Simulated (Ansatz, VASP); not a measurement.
# Two plane-wave programs on ZrC4

INCAR

```
ALGO     = Normal         # electronic algorithm
EDIFF    = 1E-6           # SCF threshold, eV
EDIFFG   = -0.04          # ionic threshold
ENCUT    = 600            # plane-wave cutoff, eV
GGA      = PE             # functional
IBRION   = 2              # ionic algorithm
ISIF     = 3              # what is computed and relaxed
ISMEAR   = 0              # smearing method
LASPH    = T              # aspherical terms in the spheres
LCHARG   = F              # write CHGCAR
LREAL    = F              # projectors in reciprocal space
LWAVE    = F              # write WAVECAR
NELM     = 100            # most SCF steps
NSW      = 90             # ionic steps
PREC     = Accurate       # precision mode
SIGMA    = 0.1            # smearing width, eV
```

File KPOINTS:

```
k-points
0
Gamma
  6 6 4
```

File POSCAR:

```
ZrC4
1.0
    3.5923909800      0.0000000000      0.0000000000
   -1.7961954900      3.1111018500      0.0000000000
    0.0000000000      0.0000000000      7.3145839400
Zr C
1 4
Direct
    0.0000000000      0.0000000000      0.5000000000
    0.3333333300      0.6666666700      0.6737985200
    0.3333333300      0.6666666700      0.3262014800
    0.6666666700      0.3333333300      0.3262014800
    0.6666666700      0.3333333300      0.6737985200
```

Input for Ansatz:

```yaml
crystal:
  lattice:
    - [3.59239098, 0.0, 0.0]
    - [-1.79619549, 3.11110185, 0.0]
    - [0.0, 0.0, 7.31458394]
  atoms:
    - { symbol: Zr, position: [0.0, 0.0, 0.5] }
    - { symbol: C, position: [0.33333333, 0.66666667, 0.67379852] }
    - { symbol: C, position: [0.33333333, 0.66666667, 0.32620148] }
    - { symbol: C, position: [0.66666667, 0.33333333, 0.32620148] }
    - { symbol: C, position: [0.66666667, 0.33333333, 0.67379852] }
basis:
  ecutwfc: 420
kpoints:
  mp_grid: { grid: [6, 6, 4] }
hamiltonian:
  xc: pbe
scf:
  occupations: { method: gaussian, width: 0.1 }
  lower_state_search: "off"
output:
  forces: true
  stress: true
  eigenvalues: true
relax:
  adjacent_minimum: "off"
  f_tol: 0.04
  max_steps: 70
  cell: { stress_tol: 0.4 }
```

Alike in both runs: task relaxation of cell and atoms; functional PBE; k mesh 6 × 6 × 4; occupations gaussian, width 0.1 eV; no spin polarisation.

|  | VASP | Ansatz |
| --- | --- | --- |
| version | VASP 6.6.1 | Ansatz 0.2.0 |
| potentials or method | VASP PAW PBE potentials, release 64 (Zr_sv, C), cutoff 600 eV | scalar-relativistic, plane waves, PAW |
| valence electrons in the cell | 28 | 28 |

Ansatz gave:

| Item | Value |
| --- | --- |
| gap on the k mesh at the Fermi level, each at its own relaxed structure (eV) | none |
| relaxed volume (Å³/atom) | 9.43 |
| relaxed cell length with the largest relative difference (Å) | 7.727 |

Task: Estimate VASP's values.

Result: gap on the k mesh at the Fermi level, each at its own relaxed structure (eV): none; relaxed volume (Å³/atom): 9.33; relaxed cell length with the largest relative difference (Å): 7.654.

A gap of «none» marks a metal or a gap that the smearing closes.

Noted on VASP's run: the volume moved by over 15 % at a fixed basis, so the end points are rough.
